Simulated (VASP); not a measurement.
Input of a VASP 6.6.1 run:

Contents of INCAR:

```
SYSTEM = Hf
PREC     = Accurate       ! precision mode
ENCUT    = 520            ! plane-wave cutoff, eV
EDIFF    = 1E-7           ! SCF threshold, eV
ISMEAR   = 0              ! smearing method
SIGMA    = 0.15           ! smearing width, eV
LREAL    = .False.        ! projectors in reciprocal space
LASPH    = .True.         ! aspherical terms in the spheres
NELM     = 60             ! most SCF steps
ALGO     = Normal         ! electronic algorithm
ISIF     = 2              ! what is computed and relaxed
LWAVE    = .False.        ! write WAVECAR
LCHARG   = .False.        ! write CHGCAR
GGA      = PS             ! functional
NBANDS   = 11             ! bands
```

KPOINTS

```
regular mesh
0
Gamma
  18 18 18
  0 0 0
```

The input POSCAR:

```
Hf
1.0
   -1.8050000000      1.8050000000      1.7779250000
    1.8050000000     -1.8050000000      1.7779250000
    1.8050000000      1.8050000000     -1.7779250000
Hf
1
Direct
    0.0000000000      0.0000000000      0.0000000000
```

Potentials or basis: VASP PAW PBE potentials, release 64 (Hf_pv).

The run is started by

```bash
$ cat potpaw_PBE.64/Hf_pv/POTCAR > POTCAR
$ mpirun -np 1 vasp_std > vasp.out
```

(1) Predict the band gap on the k mesh.

(2) What does it give for the pressure?

Answers

(1) zero (bands 5 and 6 overlap by 2.16 eV).

(2) -8.1 GPa.

Caveat: the cell differs from its parent crystal (strain +0.000 along x and y, -0.015 along z); the cell stands under tension; the PAW data sets were made with another functional, which shifts forces and pressure a little; spin-orbit coupling is left out, which moves the levels of the heavy elements.
